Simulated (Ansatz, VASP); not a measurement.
HfO3: VASP beside Ansatz

```
CELL_PARAMETERS angstrom
0.00000 2.65292 2.65292
2.65292 0.00000 2.65292
2.65292 2.65292 0.00000
ATOMIC_POSITIONS crystal
Hf 0.50000 0.50000 0.50000
O 0.00000 0.00000 0.00000
O 0.25000 0.25000 0.25000
O 0.75000 0.75000 0.75000
```

Alike in both runs: functional PBE; k mesh 6 × 6 × 6; occupations gaussian, width 0.1 eV; no spin polarisation.

Ansatz relaxed the structure, and its values are those at the end. VASP's run is a single point on that final structure, the one shown.

|  | VASP | Ansatz |
| --- | --- | --- |
| version | VASP 6.6.1 | Ansatz 0.2.0 |
| potentials or method | VASP PAW PBE potentials, release 64 (Hf_pv, O), cutoff 520 eV | scalar-relativistic, plane waves, PAW |
| valence electrons in the cell | 28 | 44 |

Ansatz gave:

| Quantity | Value |
| --- | --- |
| gap on the k mesh at the Fermi level (eV) | none |
| pressure (GPa) | 0.0 |

Problem. Which values does VASP return?

Solution. gap on the k mesh at the Fermi level (eV): none; pressure (GPa): -2.8.

A gap of «none» marks a metal or a gap that the smearing closes. VASP's potentials hold 28 valence electrons a cell and Ansatz's 44, so a difference there can come from the potentials and not from the codes.

Neither program's run includes spin-orbit coupling.
